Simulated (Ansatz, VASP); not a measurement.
**Si in VASP and in Ansatz**

File INCAR:

```
SYSTEM = Si
PREC = Accurate
ENCUT = 520
EDIFF = 1E-6
ISMEAR = -1
SIGMA = 0.05
LREAL = .FALSE.
LASPH = .TRUE.
NELM = 80
ALGO = Normal
ISIF = 2
LWAVE = .FALSE.
LCHARG = .TRUE.
GGA = PE
LELF = .TRUE.
LVHAR = .TRUE.
NBANDS = 11
```

Contents of KPOINTS:

```
Automatic mesh
0
G
  10 10 10
  0 0 0
```

File POSCAR:

```
Si
1.0
    0.0000000000      2.7135600000      2.7135600000
    2.7135600000      0.0000000000      2.7135600000
    2.7135600000      2.7135600000      0.0000000000
Si
2
Direct
    0.7500000000      0.7500000000      0.7500000000
    0.5000000000      0.5000000000      0.5000000000
```

Input for Ansatz:

```yaml
crystal:
  lattice:
    - [0.0, 2.71356, 2.71356]
    - [2.71356, 0.0, 2.71356]
    - [2.71356, 2.71356, 0.0]
  atoms:
    - { symbol: Si, position: [0.75, 0.75, 0.75] }
    - { symbol: Si, position: [0.5, 0.5, 0.5] }
kpoints:
  mp_grid: { grid: [10, 10, 10] }
scf:
  occupations: { method: fermi_dirac, width: 0.05 }
hamiltonian:
  xc: pbe
  pseudopotentials: { kind: all_electron, lapw: { basis_error: 0.001 } }
output:
  forces: true
  stress: true
  eigenvalues: true
  populations: true
```

Alike in both runs: task single point; functional PBE; k mesh 10 × 10 × 10; occupations fermi-dirac, width 0.05 eV; no spin polarisation.

|  | VASP | Ansatz |
| --- | --- | --- |
| version | VASP 6.6.1 | Ansatz 0.2.0 |
| potentials or method | VASP PAW PBE potentials, release 64 (Si), cutoff 520 eV | all-electron LAPW, scalar-relativistic |

|  | VASP | Ansatz | Ansatz less VASP |
| --- | --- | --- | --- |
| pressure (GPa) | 2.1 | 2.2 | +0.05 |

Ansatz ran all-electron here, and VASP with PAW potentials.
